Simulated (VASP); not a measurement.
A run of VASP 6.6.1 is set up as follows.

POSCAR

```
KCl
1.0
    0.0000000000      3.2450506472      2.9854465954
    3.2450506472      0.0000000000      2.9854465954
    3.2450506472      3.2450506472      0.0000000000
K Cl
1 1
Direct
    0.0000000000      0.0000000000      0.0000000000
    0.5000000000      0.5000000000      0.5000000000
```

INCAR.step1

```
PREC = Accurate
ENCUT = 520
ISMEAR = 0
SIGMA = 0.05
LREAL = False
LASPH = True
NELM = 60
NBANDS = 15
GGA = PE
ALGO = Normal
EDIFF = 1E-4
LWAVE = True
LCHARG = False
```

Contents of INCAR.step2:

```
PREC = Accurate
ENCUT = 520
EDIFF = 1E-6
ISMEAR = 0
SIGMA = 0.05
LREAL = False
LASPH = True
NELM = 60
ALGO = Normal
ISIF = 2
LWAVE = False
LCHARG = True
METAGGA = R2SCAN
LMIXTAU = True
LELF = True
LVHAR = True
NBANDS = 15
ISTART = 1
```

KPOINTS

```
regular mesh
0
Gamma
  8 8 8
```

Potentials or basis: VASP PAW PBE potentials, release 64 (K_sv, Cl).

Launch:

```console
$ cat potpaw_PBE.64/K_sv/POTCAR potpaw_PBE.64/Cl/POTCAR > POTCAR
$ cp INCAR.step1 INCAR
$ mpirun -np 1 vasp_std > vasp.out
$ cp INCAR.step2 INCAR
$ mpirun -np 1 vasp_std > vasp.out
```

(1) What does it give for the pressure?

(2) What does it give for the band gap on the k mesh?

Answers

(1) 0.2 GPa.

(2) 5.71 eV, direct.

Caveat: the PAW data sets were made with another functional, which shifts forces and pressure a little.
